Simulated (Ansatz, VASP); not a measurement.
# C: VASP beside Ansatz

```
C
1.0
     2.51910    0.00000    0.00000
    -1.25955    2.18160    0.00000
     0.00000    0.00000    3.61772
C
2
Direct
  0.34273 0.68546 0.00000
  0.65727 0.31454 0.00000
```

Change from the starting cell: mode 6 frozen in at +0.040 Å, equal normal strain along x, y and z +0.0250.

Alike in both runs: task single point; functional PBEsol; dispersion D3(BJ); k mesh 21 × 21 × 12; occupations gaussian, width 0.15 eV; no spin polarisation.

```csv
,VASP,Ansatz
version,VASP 6.6.1,Ansatz 0.2.0
potentials or method,"VASP PAW PBE potentials, release 64 (C), cutoff 520 eV","scalar-relativistic, plane waves, PAW"
valence electrons in the cell,8,8
```

|  | VASP | Ansatz | Ansatz less VASP |
| --- | --- | --- | --- |
| gap on the k mesh at the Fermi level (eV) | none | none | - |
| pressure (GPa) | -14.8 | -15.3 | -0.55 |
| traceless stress, the component that is largest in VASP (GPa) | 14.19 | 14.82 | +0.626 |
| rms of the force components (eV/Å) | 2.359 | 2.347 | -0.0121 |

VASP's potentials were made for PBE, not for PBEsol, and Ansatz warns of the same on its side. Atom by atom the forces differ by 0.012 eV/Å (rms over components). A gap of «none» marks a metal or a gap that the smearing closes.
